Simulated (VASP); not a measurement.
# C (Imma) in VASP: single point with PBEsol

Aim: the single point of C with PBEsol.

Program: VASP 6.6.1. These are calculated values, not measurements. Logs are shortened: lines on timing, memory, paths and dates and some standing lists are left out, and cuts for length are marked.

### Step 1. The cell of the first run

Symmetry: Imma, No. 74, orthorhombic system. Conventional cell: a = 3.798 Å, b = 4.033 Å, c = 2.186 Å, α = 90.00°, β = 90.00°, γ = 90.00°. Within 2.7 Å of C (site symmetry mm2) lie 8 C at 2.04 to 2.34 Å.

### Step 2. Single point, PBEsol (Ge replaced by C, lengths x 0.780, strained)

INCAR

```
PREC = Accurate
ENCUT = 520
EDIFF = 1E-7
ISMEAR = 0
SIGMA = 0.1
LREAL = False
LASPH = True
NELM = 100
ALGO = Normal
ISIF = 2
LWAVE = False
LCHARG = True
GGA = PS
LELF = True
LVHAR = True
NBANDS = 11
```

KPOINTS

```
regular mesh
0
Gamma
  10 10 10
```

POSCAR

```
C
1.0
   -1.8988507452      2.0167463506      1.0932128964
    1.8988507452     -2.0167463506      1.0932128964
    1.8988507452      2.0167463506     -1.0932128964
C
2
Direct
    0.1859430000      0.9359430000      0.2500000000
    0.8140570000      0.0640570000      0.7500000000
```

Potentials or basis: VASP PAW PBE potentials, release 64 (C).

Run with:

```console
$ cat potpaw_PBE.64/C/POTCAR > POTCAR
$ mpirun -np 1 vasp_std > vasp.out
```

OUTCAR:

```text
PREC = Accurate
   ENCUT = 520
   EDIFF = 1E-7
   ISMEAR = 0
   LREAL = False
   LASPH = True
   NELM = 100
   ISIF = 2
   GGA = PS

 ion  position               nearest neighbor table
   1  0.186  0.936  0.250-   2 2.04   2 2.04   2 2.07   2 2.07
   2  0.814  0.064  0.750-   1 2.04   1 2.04   1 2.07   1 2.07

  LATTYP: Found a body centered orthorhombic cell.
 ALAT       =     2.1864257928
 B/A-ratio  =     1.7369450648
 C/A-ratio  =     1.8447882908

  Lattice vectors:

 A1 = (   1.8988507452,  -2.0167463506,   1.0932128964)
 A2 = (  -1.8988507452,  -2.0167463506,  -1.0932128964)
 A3 = (   1.8988507452,   2.0167463506,  -1.0932128964)

Analysis of symmetry for initial positions (statically):
=====================================================================
 Subroutine PRICEL returns:
 Original cell was already a primitive cell.

 Routine SETGRP: Setting up the symmetry group for a
 body centered orthorhombic supercell.

 Subroutine GETGRP returns: Found  8 space group operations
 (whereof  4 operations were pure point group operations)
 out of a pool of  8 trial point group operations.

The static configuration has the point symmetry C_2h.
 The point group associated with its full space group is D_2h.

Analysis of symmetry for dynamics (positions and initial velocities):
=====================================================================
 Subroutine PRICEL returns:
 Original cell was already a primitive cell.

 Routine SETGRP: Setting up the symmetry group for a
 body centered orthorhombic supercell.

 Subroutine GETGRP returns: Found  8 space group operations
 (whereof  4 operations were pure point group operations)
 out of a pool of  8 trial point group operations.

The dynamic configuration has the point symmetry C_2h.
 The point group associated with its full space group is D_2h.

 Subroutine INISYM returns: Found  8 space group operations
 (whereof  4 operations are pure point group operations),
 and found     1 'primitive' translations

----------------------------------------------------------------------------------------

                                     Primitive cell

  volume of cell :      16.7458

  direct lattice vectors                    reciprocal lattice vectors
    -1.898850745  2.016746351  1.093212896     0.000000000  0.247924088  0.457367455
     1.898850745 -2.016746351  1.093212896     0.263317168  0.000000000  0.457367455
     1.898850745  2.016746351 -1.093212896     0.263317168  0.247924088  0.000000000

  length of vectors
     2.977921159  2.977921159  2.977921159     0.520241619  0.527750812  0.361665984

  position of ions in fractional coordinates (direct lattice)
     0.185943000  0.935943000  0.250000000
     0.814057000  0.064057000  0.750000000

  ion indices of the primitive-cell ions
   primitive index   ion index
                 1           1
                 2           2

----------------------------------------------------------------------------------------

 KPOINTS: regular mesh

Automatic generation of k-mesh.
 Grid dimensions read from file:
 generate k-points for:   10   10   10

 Generating k-lattice:

  Cartesian coordinates                     Fractional coordinates (reciprocal lattice)
     0.000000000  0.024792409  0.045736745     0.100000000  0.000000000  0.000000000
     0.026331717  0.000000000  0.045736745     0.000000000  0.100000000  0.000000000
     0.026331717  0.024792409  0.000000000     0.000000000  0.000000000  0.100000000

  Length of vectors
     0.052024162  0.052775081  0.036166598

  Shift w.r.t. Gamma in fractional coordinates (k-lattice)
     0.000000000  0.000000000  0.000000000

 Subroutine IBZKPT returns following result:
 ===========================================

 Found    171 irreducible k-points:

 Following reciprocal coordinates:
            Coordinates               Weight
  0.000000  0.000000  0.000000      1.000000
  0.100000  0.000000  0.000000      4.000000
  0.200000  0.000000  0.000000      4.000000
  0.300000  0.000000 -0.000000      4.000000
  0.400000  0.000000  0.000000      4.000000
  0.500000  0.000000  0.000000      2.000000
[... 16 lines left out ...]
 -0.400000  0.200000  0.000000      8.000000
 -0.300000  0.200000  0.000000      8.000000
 [... further k-points ...]
   k-points           NKPTS =    171   k-points in BZ     NKDIM =    171   number of bands    NBANDS=     11
   number of dos      NEDOS =    301   number of ions     NIONS =      2
   total plane-waves  NPLWV =  13824
   dimension x,y,z NGX =    24 NGY =   24 NGZ =   24
   dimension x,y,z NGXF=    48 NGYF=   48 NGZF=   48
   ions per type =               2
   NGX,Y,Z   is equivalent  to a cutoff of  13.40, 13.40, 13.40 a.u.
   NGXF,Y,Z  is equivalent  to a cutoff of  26.80, 26.80, 26.80 a.u.
 SYSTEM =  unknown system
   PREC   = accura    normal or accurate (medium, high low for compatibility)
   ISTART =      0    job   : 0-new  1-cont  2-samecut
   ICHARG =      2    charge: 1-file 2-atom 10-const
   ISPIN  =      1    spin polarized calculation?
   LNONCOLLINEAR =      F non collinear calculations
   LSORBIT =      F    spin-orbit coupling
   LASPH  =      T    aspherical Exc in radial PAW
   ENCUT  =  520.0 eV  38.22 Ry    6.18 a.u.   5.54  5.54  5.54*2*pi/ulx,y,z
   NELM   =    100;   NELMIN=  2; NELMDL= -5     # of ELM steps
   EDIFF  = 0.1E-06   stopping-criterion for ELM
   LREAL  =      F    real-space projection
   EDIFFG = 0.1E-05   stopping-criterion for IOM
   NSW    =      0    number of steps for IOM
   IBRION =     -1    ionic relax: 0-MD 1-quasi-New 2-CG
   NFREE  =      0    steps in history (QN), initial steepest desc. (CG)
   ISIF   =      2    stress and relaxation
   ISYM   =      2    0-nonsym 1-usesym 2-fastsym
   POTIM  = 0.5000    time-step for ionic-motion
   TEBEG  =    0.0;   TEEND  =   0.0 temperature during run
   PSTRESS=    0.0 pullay stress
   NELECT =       8.0000    total number of electrons
   NUPDOWN=      -1.0000    fix difference up-down
   EMIN   =  10.00;   EMAX   =-10.00  energy-range for DOS
   EFERMI =   0.00;   METHOD = LEGACY
   ISMEAR =     0;   SIGMA  =   0.10  broadening in eV -4-tet -1-fermi 0-gaus
   EFERMI_NEDOS =   21; number of points for ismear=-14 and -15
   IALGO  =     38    algorithm
   IMIX   =      4    mixing-type and parameters
     AMIX     =   0.40;   BMIX     =  1.00
     AMIX_MAG =   1.60;   BMIX_MAG =  1.00
  volume/ion in A,a.u.               =       8.37        56.50
  Fermi-wavevector in a.u.,A,eV,Ry     =   1.279782  2.418437 22.284181  1.637841
  Thomas-Fermi vector in A             =   2.412247
   LORBIT       =      0    0 simple, 1 ext, 2 COOP (PROOUT), +10 PAW based schemes
   GGA     = PS    functional components
   LHFCALC =     F    Hartree Fock is set to
   AEXX    =    0.0000 exact exchange contribution
   IVDW    =     0    specifies the selected vdW correction
   LEPSILON=     F    determine dielectric tensor
   LRPA    =     F    only Hartree local field effects (RPA)
 non-spin polarized calculation
 Gauss-broadening in eV      SIGMA  =   0.10
  energy-cutoff  :      520.00
  volume of cell :       16.75
 maximum number of plane-waves:       464
 NGX is ok and might be reduce to    24
   NGX = 11   NGY = 11   NGZ = 11

 number of electron       8.0000000 magnetization

 Free energy of the ion-electron system (eV)
  ---------------------------------------------------
  ext. energy  EPLUGINS =         0.00000000
  ---------------------------------------------------
  free energy    TOTEN  =       -11.88401745 eV

  energy without entropy =      -11.87995732  energy(sigma->0) =      -11.88198739

 E-fermi :   5.4021     XC(G=0): -12.0796

 val. band max:        5.3879403587   @ k =  -0.1000   0.2000   0.0000
 cond. band min:       5.4044122558   @ k =  -0.2000   0.2000   0.0000
 fundamental gap:      0.0164718970
 Fermi energy:         5.4021414246

 k-point     1 :       0.0000    0.0000    0.0000
  band No.  band energies     occupation
      1     -11.4003      2.00000
      2       2.0959      2.00000
      3       2.4494      2.00000
      4       2.5805      2.00000
      5      11.6195      0.00000
      6      12.0347      0.00000
      7      12.1771      0.00000
      8      12.6057      0.00000
      9      15.0975      0.00000
     10      27.7817      0.00000
     11      30.0568      0.00000

 k-point     2 :       0.1000    0.0000    0.0000
  band No.  band energies     occupation
      1     -11.0647      2.00000
      2       1.5119      2.00000
      3       2.1679      2.00000
      4       3.9287      2.00000
      5      10.5061      0.00000
      6      11.2955      0.00000
      7      11.8484      0.00000
      8      12.3829      0.00000
      9      15.7296      0.00000
     10      27.2074      0.00000
     11      28.6530      0.00000

 k-point     3 :       0.2000    0.0000    0.0000
  band No.  band energies     occupation
      1     -10.0633      2.00000
      2       0.9672      2.00000
      3       2.4317      2.00000
      4       5.5244      0.08373
      5       7.9558      0.00000
      6       9.3013      0.00000
      7      11.2430      0.00000
      8      11.6254      0.00000
      9      17.5451      0.00000
     10      23.7636      0.00000
     11      27.6731      0.00000

 k-point     4 :       0.3000    0.0000   -0.0000
  band No.  band energies     occupation
      1      -8.4162      2.00000
      2       0.7429      2.00000
      3       2.9622      2.00000
      4       4.4115      2.00000
      5       6.9904      0.00000
      6       7.6411      0.00000
      7      10.3056      0.00000
      8      10.6095      0.00000
      9      20.2904      0.00000
     10      21.8502      0.00000
     11      26.5601      0.00000
[... 239 lines left out ...]
 k-point    22 :       0.5000    0.2000    0.0000
  band No.  band energies     occupation
      1      -6.9256      2.00000
      2      -2.2826      2.00000
      3       2.4786      2.00000
      4       4.6038      2.00000
      5       6.1027      0.00000
      6       8.4001      0.00000
      7      10.0587      0.00000
      8      11.4099      0.00000
      9      22.9164      0.00000
     10      25.1383      0.00000
     11      26.1574      0.00000

 k-point    23 :      -0.4000    0.2000    0.0000
  band No.  band energies     occupation
      1      -8.8331      2.00000
      2      -2.6362      2.00000
      3       3.2591      2.00000
      4       6.6068      0.00000
      5       7.6618      0.00000
      6       8.5135      0.00000
      7       9.8043      0.00000
      8      11.9363      0.00000
      9      21.2454      0.00000
     10      26.0375      0.00000
     11      27.7203      0.00000

 k-point    24 :      -0.3000    0.2000    0.0000
  band No.  band energies     occupation
      1     -10.1202      2.00000
      2      -2.4635      2.00000
      3       3.1769      2.00000
      4       6.3725      0.00000
      5       8.8147      0.00000
      6      10.4211      0.00000
      7      11.1599      0.00000
      8      12.1178      0.00000
      9      19.1864      0.00000
     10      27.3278      0.00000
     11      29.2932      0.00000

 [... further k-points ...]
[... 5 lines left out ...]
  --------------------------------------------------------------------------------------
  -------------------------------------------------------------------------------------
  Total       -5.1568255     -7.9265629     -4.5238890      0.0000000      0.0000000      0.0000000
  in kB     -493.3852571   -758.3830992   -432.8283232      0.0000000      0.0000000      0.0000000
  external PRESSURE =    -561.5322265 kB  Pullay stress =       0.0000000 kB

 VOLUME and BASIS-vectors are now :
 -----------------------------------------------------------------------------
  energy-cutoff  :      520.00
  volume of cell :       16.75
      direct lattice vectors                 reciprocal lattice vectors
    -1.898850745  2.016746351  1.093212896     0.000000000  0.247924088  0.457367455
     1.898850745 -2.016746351  1.093212896     0.263317168  0.000000000  0.457367455
     1.898850745  2.016746351 -1.093212896     0.263317168  0.247924088  0.000000000

 POSITION                                       TOTAL-FORCE (eV/Angst)
 -----------------------------------------------------------------------------------
      1.89885     -1.00837      0.95316        -0.000000     -0.000000     -0.903214
      0.00000      3.02512      0.14006         0.000000      0.000000      0.903214
 -----------------------------------------------------------------------------------
    total drift:                               -0.000000     -0.000000      0.000000

  FREE ENERGIE OF THE ION-ELECTRON SYSTEM (eV)
  ---------------------------------------------------
  free  energy   TOTEN  =       -11.8840174541 eV

  energy  without entropy=      -11.8799573225  energy(sigma->0) =      -11.88198739
```

Run time: 18 s. Hardware: 1 thread of AMD EPYC 9R45 (Zen 5), shared host; peak memory 0.11 GiB.

What came out:

```yaml
Free_energy: -11.8840 eV
Pressure: -56.2 GPa
Largest_force: 0.903 eV/Å
Band_gap_on_the_k_mesh: zero (band 4 reaches 8.15 eV, above the bottom of band 5 at 1.88 eV)
```

Forces on the atoms (eV/Å):
```
C    0.000  0.000 -0.903
C    0.000  0.000  0.903
```

Caveat: the cell differs from its parent crystal (Ge replaced by C, lengths x 0.780, strained); the PAW data sets were made with another functional, which shifts forces and pressure a little.
